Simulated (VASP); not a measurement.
# AgAs (P1) in VASP: single point with PBEsol

Aim: the single point of AgAs with PBEsol.

All numbers are computed with VASP 6.6.1; they aren't measurements. Logs are shortened: lines on timing, memory, paths and dates and some standing lists are left out, and cuts for length are marked.

**1. The cell of the first run**

The typed cell holds 4 atoms: a = 4.991 Å, b = 2.961 Å, c = 5.173 Å, α = 90.00°, β = 90.00°, γ = 90.00°.

**2. Single point, PBEsol (one atom moved)**

INCAR

```
PREC     = Accurate       # precision mode
ENCUT    = 520            # plane-wave cutoff, eV
EDIFF    = 1E-6           # SCF threshold, eV
ISMEAR   = 0              # smearing method
SIGMA    = 0.1            # smearing width, eV
LREAL    = F              # projectors in reciprocal space
LASPH    = T              # aspherical terms in the spheres
NELM     = 100            # most SCF steps
ALGO     = Normal         # electronic algorithm
ISIF     = 2              # what is computed and relaxed
LWAVE    = F              # write WAVECAR
LCHARG   = T              # write CHGCAR
GGA      = PS             # functional
LELF     = T              # ELF
LVHAR    = T            
NBANDS   = 24             # bands
```

KPOINTS

```
regular mesh
0
Gamma
  8 12 8
```

POSCAR

```
AgAs
1.0
    4.9913820000      0.0000000000      0.0000000000
    0.0000000000      2.9607890000      0.0000000000
    0.0000000000      0.0000000000      5.1726990000
Ag As
2 2
Direct
    0.2500000000      0.0000000000      0.8352290000
    0.7500000000      0.0000000000      0.1647710000
    0.7500000000      0.5000000000      0.6656450000
    0.2449953740      0.5013273489      0.3271595301
```

Potentials or basis: VASP PAW PBE potentials, release 64 (Ag, As).

Command:

```bash
$ cat potpaw_PBE.64/Ag/POTCAR potpaw_PBE.64/As/POTCAR > POTCAR
$ mpirun -np 1 vasp_std > vasp.out
```

OUTCAR:

```text
PREC = Accurate
   ENCUT = 520
   EDIFF = 1E-6
   ISMEAR = 0
   LREAL = F
   LASPH = T
   NELM = 100
   ISIF = 2
   GGA = PS

 ion  position               nearest neighbor table
   1  0.250  0.000  0.835-   4 2.94   4 2.95   4 3.01   4 3.02   2 3.02   2 3.02   3 3.03   3 3.03
                             3 3.03   3 3.03
   2  0.750  0.000  0.165-   3 2.98   3 2.98   3 2.98   3 2.98   4 3.00   4 3.00   1 3.02   1 3.02
                             4 3.04   4 3.04
   3  0.750  0.500  0.666-   2 2.98   2 2.98   2 2.98   2 2.98   1 3.03   1 3.03   1 3.03   1 3.03

   4  0.245  0.501  0.327-   1 2.94   1 2.95   2 3.00   2 3.00   1 3.01   1 3.02   2 3.04   2 3.04

  LATTYP: Found a simple orthorhombic cell.
 ALAT       =     2.9607890000
 B/A-ratio  =     1.6858283383
 C/A-ratio  =     1.7470677580

  Lattice vectors:

 A1 = (   0.0000000000,  -2.9607890000,   0.0000000000)
 A2 = (   4.9913820000,   0.0000000000,   0.0000000000)
 A3 = (   0.0000000000,   0.0000000000,   5.1726990000)

Analysis of symmetry for initial positions (statically):
=====================================================================
 Subroutine PRICEL returns:
 Original cell was already a primitive cell.

 Routine SETGRP: Setting up the symmetry group for a
 simple orthorhombic supercell.

 Subroutine GETGRP returns: Found  1 space group operations
 (whereof  1 operations were pure point group operations)
 out of a pool of  8 trial point group operations.

The static configuration has the point symmetry C_1 .

Analysis of symmetry for dynamics (positions and initial velocities):
=====================================================================
 Subroutine PRICEL returns:
 Original cell was already a primitive cell.

 Routine SETGRP: Setting up the symmetry group for a
 simple orthorhombic supercell.

 Subroutine GETGRP returns: Found  1 space group operations
 (whereof  1 operations were pure point group operations)
 out of a pool of  8 trial point group operations.

The dynamic configuration has the point symmetry C_1 .

 Subroutine INISYM returns: Found  1 space group operations
 (whereof  1 operations are pure point group operations),
 and found     1 'primitive' translations

----------------------------------------------------------------------------------------

                                     Primitive cell

  volume of cell :      76.4444

  direct lattice vectors                    reciprocal lattice vectors
     4.991382000  0.000000000  0.000000000     0.200345315  0.000000000  0.000000000
     0.000000000  2.960789000  0.000000000     0.000000000  0.337747810  0.000000000
     0.000000000  0.000000000  5.172699000     0.000000000  0.000000000  0.193322674

  length of vectors
     4.991382000  2.960789000  5.172699000     0.200345315  0.337747810  0.193322674

  position of ions in fractional coordinates (direct lattice)
     0.250000000  0.000000000  0.835229000
     0.750000000  0.000000000  0.164771000
     0.750000000  0.500000000  0.665645000
     0.244995374  0.501327349  0.327159530

  ion indices of the primitive-cell ions
   primitive index   ion index
                 1           1
                 2           2
                 3           3
                 4           4

----------------------------------------------------------------------------------------

 KPOINTS: regular mesh

Automatic generation of k-mesh.
 Grid dimensions read from file:
 generate k-points for:    8   12    8

 Generating k-lattice:

  Cartesian coordinates                     Fractional coordinates (reciprocal lattice)
     0.025043164  0.000000000  0.000000000     0.125000000  0.000000000  0.000000000
     0.000000000  0.028145651  0.000000000     0.000000000  0.083333333  0.000000000
     0.000000000  0.000000000  0.024165334     0.000000000  0.000000000  0.125000000

  Length of vectors
     0.025043164  0.028145651  0.024165334

  Shift w.r.t. Gamma in fractional coordinates (k-lattice)
     0.000000000  0.000000000  0.000000000

 Subroutine IBZKPT returns following result:
 ===========================================

 Found    388 irreducible k-points:

 Following reciprocal coordinates:
            Coordinates               Weight
  0.000000  0.000000  0.000000      1.000000
  0.125000  0.000000  0.000000      2.000000
  0.250000  0.000000  0.000000      2.000000
  0.375000  0.000000  0.000000      2.000000
  0.500000  0.000000  0.000000      1.000000
  0.000000  0.083333  0.000000      2.000000
[... 16 lines left out ...]
  0.125000  0.250000  0.000000      2.000000
 -0.125000  0.250000  0.000000      2.000000
 [... further k-points ...]
   k-points           NKPTS =    388   k-points in BZ     NKDIM =    388   number of bands    NBANDS=     24
   number of dos      NEDOS =    301   number of ions     NIONS =      4
   total plane-waves  NPLWV =  38400
   dimension x,y,z NGX =    40 NGY =   24 NGZ =   40
   dimension x,y,z NGXF=    80 NGYF=   48 NGZF=   80
   ions per type =               2   2
   NGX,Y,Z   is equivalent  to a cutoff of  13.32, 13.48, 12.86 a.u.
   NGXF,Y,Z  is equivalent  to a cutoff of  26.65, 26.95, 25.71 a.u.
 SYSTEM =  unknown system
   PREC   = accura    normal or accurate (medium, high low for compatibility)
   ISTART =      0    job   : 0-new  1-cont  2-samecut
   ICHARG =      2    charge: 1-file 2-atom 10-const
   ISPIN  =      1    spin polarized calculation?
   LNONCOLLINEAR =      F non collinear calculations
   LSORBIT =      F    spin-orbit coupling
   LASPH  =      T    aspherical Exc in radial PAW
   ENCUT  =  520.0 eV  38.22 Ry    6.18 a.u.   9.28  5.51  9.62*2*pi/ulx,y,z
   NELM   =    100;   NELMIN=  2; NELMDL= -5     # of ELM steps
   EDIFF  = 0.1E-05   stopping-criterion for ELM
   LREAL  =      F    real-space projection
   EDIFFG = 0.1E-04   stopping-criterion for IOM
   NSW    =      0    number of steps for IOM
   IBRION =     -1    ionic relax: 0-MD 1-quasi-New 2-CG
   NFREE  =      0    steps in history (QN), initial steepest desc. (CG)
   ISIF   =      2    stress and relaxation
   ISYM   =      2    0-nonsym 1-usesym 2-fastsym
   POTIM  = 0.5000    time-step for ionic-motion
   TEBEG  =    0.0;   TEEND  =   0.0 temperature during run
   PSTRESS=    0.0 pullay stress
   NELECT =      32.0000    total number of electrons
   NUPDOWN=      -1.0000    fix difference up-down
   EMIN   =  10.00;   EMAX   =-10.00  energy-range for DOS
   EFERMI =   0.00;   METHOD = LEGACY
   ISMEAR =     0;   SIGMA  =   0.10  broadening in eV -4-tet -1-fermi 0-gaus
   EFERMI_NEDOS =   21; number of points for ismear=-14 and -15
   IALGO  =     38    algorithm
   IMIX   =      4    mixing-type and parameters
     AMIX     =   0.40;   BMIX     =  1.00
     AMIX_MAG =   1.60;   BMIX_MAG =  1.00
  volume/ion in A,a.u.               =      19.11       128.97
  Fermi-wavevector in a.u.,A,eV,Ry     =   1.224643  2.314241 20.405359  1.499752
  Thomas-Fermi vector in A             =   2.359711
   LORBIT       =      0    0 simple, 1 ext, 2 COOP (PROOUT), +10 PAW based schemes
   GGA     = PS    functional components
   LHFCALC =     F    Hartree Fock is set to
   AEXX    =    0.0000 exact exchange contribution
   IVDW    =     0    specifies the selected vdW correction
   LEPSILON=     F    determine dielectric tensor
   LRPA    =     F    only Hartree local field effects (RPA)
 non-spin polarized calculation
 Gauss-broadening in eV      SIGMA  =   0.10
  energy-cutoff  :      520.00
  volume of cell :       76.44
 maximum number of plane-waves:      2087
 NGX is ok and might be reduce to    40
   NGX = 19   NGY = 11   NGZ = 19

 number of electron      32.0000005 magnetization

 Free energy of the ion-electron system (eV)
  ---------------------------------------------------
  ext. energy  EPLUGINS =         0.00000000
  ---------------------------------------------------
  free energy    TOTEN  =       -15.90122745 eV

  energy without entropy =      -15.89342500  energy(sigma->0) =      -15.89732623

 E-fermi :   6.7725     XC(G=0): -11.2958

 val. band max:        6.7626832885   @ k =  -0.2500   0.2500   0.5000
 cond. band min:       6.7734247151   @ k =   0.2500   0.3333   0.3750
 fundamental gap:      0.0107414266
 Fermi energy:         6.7724897448

 k-point     1 :       0.0000    0.0000    0.0000
  band No.  band energies     occupation
      1      -6.3939      2.00000
      2      -4.2306      2.00000
      3       1.1090      2.00000
      4       1.2467      2.00000
      5       1.3329      2.00000
      6       1.5358      2.00000
[... 16 lines left out ...]
     23      17.4243      0.00000
     24      17.8287      0.00000

 k-point     2 :       0.1250    0.0000    0.0000
  band No.  band energies     occupation
      1      -6.3222      2.00000
      2      -4.3170      2.00000
      3       1.1145      2.00000
      4       1.1397      2.00000
      5       1.4247      2.00000
      6       1.5303      2.00000
[... 16 lines left out ...]
     23      17.1230      0.00000
     24      17.5413      0.00000

 k-point     3 :       0.2500    0.0000    0.0000
  band No.  band energies     occupation
      1      -6.1131      2.00000
      2      -4.5677      2.00000
      3       0.9881      2.00000
      4       1.1310      2.00000
      5       1.4900      2.00000
      6       1.5828      2.00000
[... 16 lines left out ...]
     23      15.7517      0.00000
     24      17.0429      0.00000
[... 514 lines left out ...]
 k-point    23 :       0.1250    0.2500    0.0000
  band No.  band energies     occupation
      1      -5.4138      2.00000
      2      -3.4476      2.00000
      3       1.1666      2.00000
      4       1.1941      2.00000
      5       1.5914      2.00000
      6       1.6353      2.00000
[... 16 lines left out ...]
     23      14.3077      0.00000
     24      16.0242      0.00000

 k-point    24 :      -0.1250    0.2500    0.0000
  band No.  band energies     occupation
      1      -5.4138      2.00000
      2      -3.4476      2.00000
      3       1.1665      2.00000
      4       1.1942      2.00000
      5       1.5914      2.00000
      6       1.6353      2.00000
[... 16 lines left out ...]
     23      14.3080      0.00000
     24      16.0240      0.00000

 [... further k-points ...]

------------------------ aborting loop because EDIFF is reached ----------------------------------------

  FORCE on cell =-STRESS in cart. coord.  units (eV):
  Direction    XX          YY          ZZ          XY          YZ          ZX
  --------------------------------------------------------------------------------------
  -------------------------------------------------------------------------------------
  Total       -2.4029913     -3.0751722     -2.7505367     -0.0002765      0.0003875     -0.0020454
  in kB      -50.3636620    -64.4517251    -57.6477747     -0.0057944      0.0081214     -0.0428690
  external PRESSURE =     -57.4877206 kB  Pullay stress =       0.0000000 kB

 VOLUME and BASIS-vectors are now :
 -----------------------------------------------------------------------------
  energy-cutoff  :      520.00
  volume of cell :       76.44
      direct lattice vectors                 reciprocal lattice vectors
     4.991382000  0.000000000  0.000000000     0.200345315  0.000000000  0.000000000
     0.000000000  2.960789000  0.000000000     0.000000000  0.337747810  0.000000000
     0.000000000  0.000000000  5.172699000     0.000000000  0.000000000  0.193322674

 POSITION                                       TOTAL-FORCE (eV/Angst)
 -----------------------------------------------------------------------------------
      1.24785      0.00000      4.32039         0.003380      0.000444      0.033747
      3.74354      0.00000      0.85231        -0.022251     -0.000097     -0.078295
      3.74354      1.48039      3.44318        -0.015825      0.003079      0.003189
      1.22287      1.48432      1.69230         0.034696     -0.003426      0.041358
 -----------------------------------------------------------------------------------
    total drift:                                0.000008      0.000005      0.000058

  FREE ENERGIE OF THE ION-ELECTRON SYSTEM (eV)
  ---------------------------------------------------
  free  energy   TOTEN  =       -15.9012274543 eV

  energy  without entropy=      -15.8934249993  energy(sigma->0) =      -15.89732623
```

Wall time 8.6 min (1 thread of Intel Xeon 6975P-C (Granite Rapids), shared host); peak memory 0.68 GiB.

Results:

* Free energy: -15.9012 eV
* Pressure: -5.7 GPa
* Largest force: 0.081 eV/Å
* Band gap on the k mesh: zero (bands 16 and 17 overlap by 2.72 eV)

Forces in eV/Å, atoms in the order of the input:
```
Ag   0.003  0.000  0.034
Ag  -0.022  0.000 -0.078
As  -0.016  0.003  0.003
As   0.035 -0.003  0.041
```

Caveat: the cell differs from its parent crystal (one atom moved); the cell stands under tension; the PAW data sets were made with another functional, which shifts forces and pressure a little.
